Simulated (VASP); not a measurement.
Set up this calculation in VASP 6.6.1, as the native input.

```yaml
Task: single point
Functional: PBE
Potentials_or_basis: VASP PAW PBE potentials, release 64 (Ti_sv, Al)
Cutoff: 520 eV
k_mesh: 21 × 21 × 12
Occupations: gaussian, width 0.15 eV
Spin: no spin polarisation
Dipole_correction: no
Further_INCAR_settings: ALGO = Fast; EDIFF = 1e-07; NBANDS = 14
```

The structure of TiAl lies in POSCAR:

```
TiAl
1.0
    2.6271586311      0.0000000000      0.0000000000
   -1.3135793155      2.2751861143      0.0000000000
    0.0000000000      0.0000000000      5.5722444176
Ti Al
1 1
Direct
    0.0000000000      0.0000000000      0.0000000000
    0.3333333333      0.6666666667      0.5000000000
```

This cell differs from its parent crystal: ratio of the length along z to the lengths across it x 1.3, volume and fractional coordinates fixed.

These files were run (other wordings do the same):

INCAR

```
SYSTEM = TiAl
PREC = Accurate
ENCUT = 520
EDIFF = 1E-7
ISMEAR = 0
SIGMA = 0.15
LREAL = .FALSE.
LASPH = .TRUE.
NELM = 60
ALGO = Fast
ISIF = 2
LWAVE = .FALSE.
LCHARG = .FALSE.
GGA = PE
NBANDS = 14
```

KPOINTS

```
regular mesh
0
G
  21 21 12
  0 0 0
```

Potentials or basis: VASP PAW PBE potentials, release 64 (Ti_sv, Al).

Command:

```bash
$ cat potpaw_PBE.64/Ti_sv/POTCAR potpaw_PBE.64/Al/POTCAR > POTCAR
$ mpirun -np 1 vasp_std > vasp.out
```

It gave:

- Pressure: 5.5 GPa
- Band gap on the k mesh: zero (an odd number of electrons rules out a gap without spin polarisation)

Caveat: the cell stands under pressure.

It took 2.8 min on 1 thread of AMD EPYC 9R45 96-Core Processor (Zen 5), on a shared host, peak memory 0.25 GiB.
